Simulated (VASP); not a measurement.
Write the native input for VASP 6.6.1 that does the following.

| Property | Result |
| --- | --- |
| Task | single point |
| Functional | PBE |
| Potentials or basis | VASP PAW PBE potentials, release 64 (Y_sv) |
| Cutoff | 520 eV |
| k mesh | 11 × 11 × 11 |
| Occupations | fermi-dirac, width 0.05 eV |
| Spin | collinear spin |
| Starting moments | [0.47] μB |
| Dipole correction | no |
| Further INCAR settings | ALGO = Normal; EDIFF = 1e-06; NBANDS = 16 |

The structure of Y lies in POSCAR:

```
Y
1.0
    3.3585166739      0.0000000000      0.0000000000
    0.0000000000      3.3585166739      0.0000000000
    0.0000000000      0.0000000000      3.3585166739
Y
1
Direct
    0.0000000000      0.0000000000      0.0000000000
```

This isn't the form of Y at room conditions, which is hcp.

The input as run:

INCAR

```
PREC = Accurate
ENCUT = 520
EDIFF = 1E-6
ISMEAR = -1
SIGMA = 0.05
LREAL = False
LASPH = True
NELM = 150
ALGO = Normal
ISIF = 2
LWAVE = False
LCHARG = False
ISPIN = 2
MAGMOM = 0.47
LORBIT = 11
LMAXMIX = 4
GGA = PE
NBANDS = 16
```

KPOINTS

```
Automatic mesh
0
Gamma
  11 11 11
```

Potentials or basis: VASP PAW PBE potentials, release 64 (Y_sv).

Launch:

```bash
$ cat potpaw_PBE.64/Y_sv/POTCAR > POTCAR
$ mpirun -np 1 vasp_std > vasp.out
```

It gave:

* Pressure: -1.9 GPa
* Net moment: 0.77 μB per cell
* Site moments: Y +0.53 μB
* Valence electrons inside the program's atomic spheres: Y 9.38

It took 84 s on 1 thread of Intel Xeon 8259CL, on a shared host, peak memory 0.22 GiB.
